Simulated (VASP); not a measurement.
Sb3Pb: single point with PBE

The system is Sb3Pb.

```
CELL_PARAMETERS angstrom
-3.01840 3.01840 3.01840
3.01840 -3.01840 3.01840
3.01840 3.01840 -3.01840
ATOMIC_POSITIONS crystal
Sb 0.00000 0.50000 0.50000
Sb 0.50000 0.00000 0.50000
Sb 0.50000 0.50000 0.00000
Pb 0.00000 0.00000 0.00000
```

This cell differs from its parent crystal: volume scaled by 0.88.

| Item | Value |
| --- | --- |
| Program | VASP 6.6.1 |
| Task | single point |
| Functional | PBE |
| Potentials or basis | VASP PAW PBE potentials, release 64 (Sb, Pb_d) |
| Cutoff | 520 eV |
| k mesh | 10 × 10 × 10 |
| Occupations | gaussian, width 0.1 eV |
| Spin | no spin polarisation |
| Dipole correction | no |
| Further INCAR settings | ALGO = Normal; EDIFF = 1e-07; NBANDS = 22 |

* Pressure: 8.4 GPa

Levels at points of the mesh, in eV from the Fermi level:
| k point | band 13 | band 14 | band 15 | band 16 | band 17 | band 18 |
| --- | --- | --- | --- | --- | --- | --- |
| (0.00, 0.00, 0.00) | -3.16 | -3.16 | -3.16 | 2.30 | 2.30 | 2.30 |
| (0.50, 0.00, 0.00) | -0.87 | -0.58 | -0.58 | 1.04 | 1.95 | 2.22 |
| (0.50, 0.50, 0.50) | -1.27 | -1.27 | -1.27 | 5.23 | 5.23 | 5.23 |

It took 45 s on 1 thread of Intel(R) Xeon(R) 6975P-C (Granite Rapids), on a shared host, peak memory 0.29 GiB.

Caveat: spin-orbit coupling is left out, which moves the levels of the heavy elements.
